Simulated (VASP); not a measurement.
Here is a VASP 6.6.1 calculation.

INCAR

```
  ALGO = Normal
  EDIFF = 1E-6
  EDIFFG = -0.02
  ENCUT = 520
  GGA = PE
  IBRION = 2
  ISIF = 2
  ISMEAR = -1
  LASPH = T
  LCHARG = F
  LREAL = F
  LWAVE = F
  NELM = 80
  NSW = 80
  PREC = Accurate
  SIGMA = 0.05
```

KPOINTS

```
k-points
0
Gamma
  14 14 14
```

File POSCAR:

```
Ge
1.0
    0.0000000000      2.8474084930      2.8474084930
    2.8474084930      0.0000000000      2.8474084930
    2.8474084930      2.8474084930      0.0000000000
Ge
2
Direct
    0.0000000000      0.0000000000      0.0000000000
    0.2500000000      0.2500000000      0.2500000000
```

Potentials or basis: VASP PAW PBE potentials, release 64 (Ge_d).

Command:

```console
$ cat potpaw_PBE.64/Ge_d/POTCAR > POTCAR
$ mpirun -np 1 vasp_std > vasp.out
```

Q: Predict the band gap on the k mesh.

A: Zero (filled and empty bands touch).

Final structure:
```yaml
crystal:
  lattice:
    - [0.00000, 2.84741, 2.84741]
    - [2.84741, 0.00000, 2.84741]
    - [2.84741, 2.84741, 0.00000]
  atoms:
    - { symbol: Ge, position: [0.00000, 0.00000, 0.00000] }
    - { symbol: Ge, position: [0.25000, 0.25000, 0.25000] }
```

Caveat: the relaxation stopped at its first step, so nothing moved; semilocal functionals underestimate gaps, and a narrow one can read as zero.
